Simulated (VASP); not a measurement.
Write the native input for VASP 6.6.1 that does the following.

- Task: single point
- Functional: PBEsol
- Potentials or basis: VASP PAW PBE potentials, release 64 (Bi_d, Te)
- Cutoff: 520 eV
- k mesh: 16 × 16 × 16
- Occupations: gaussian, width 0.15 eV
- Spin: no spin polarisation
- Dipole correction: no
- Further INCAR settings: ALGO = Normal; EDIFF = 1e-06; NBANDS = 18

The structure of BiTe lies in POSCAR:

```
BiTe
1.0
    0.0000000000      3.1971538327      3.1971538327
    3.1971538327      0.0000000000      3.1971538327
    3.1971538327      3.1971538327      0.0000000000
Bi Te
1 1
Direct
    0.0000000000      0.0000000000      0.0000000000
    0.5156389097      0.5156389097      0.4843610903
```

This cell differs from its parent crystal: all Te atoms moved -0.100 Å, as atom 2 towards its neighbour atom 1 (Bi) at 3.197 Å.

The input as run:

INCAR

```
SYSTEM = BiTe
PREC = Accurate ; ENCUT = 520
EDIFF = 1E-6 ; ISMEAR = 0
SIGMA = 0.15 ; LREAL = .FALSE.
LASPH = .TRUE. ; NELM = 60
ALGO = Normal ; ISIF = 2
LWAVE = .FALSE. ; LCHARG = .FALSE.
GGA = PS ; NBANDS = 18
```

KPOINTS

```
Automatic mesh
0
G
  16 16 16
  0 0 0
```

Potentials or basis: VASP PAW PBE potentials, release 64 (Bi_d, Te).

The run is started by

```console
$ cat potpaw_PBE.64/Bi_d/POTCAR potpaw_PBE.64/Te/POTCAR > POTCAR
$ mpirun -np 1 vasp_std > vasp.out
```

Results of the run:

| Quantity | Value |
| --- | --- |
| Pressure | 0.2 GPa |
| Largest force | 0.303 eV/Å |
| Band gap on the k mesh | zero (an odd number of electrons rules out a gap without spin polarisation) |

Caveat: the cell differs from its parent crystal (all Te atoms moved -0.100 Å, as atom 2 towards its neighbour atom 1 (Bi) at 3.197 Å); the PAW data sets were made with another functional, which shifts forces and pressure a little; spin-orbit coupling is left out, which moves the levels of the heavy elements; an odd number of electrons without spin polarisation forces a metal; a magnetic or distorted state may lie lower.

It took 2.1 min on 1 thread of Intel(R) Xeon(R) 6975P-C (Granite Rapids), with other jobs on the host, peak memory 0.52 GiB.
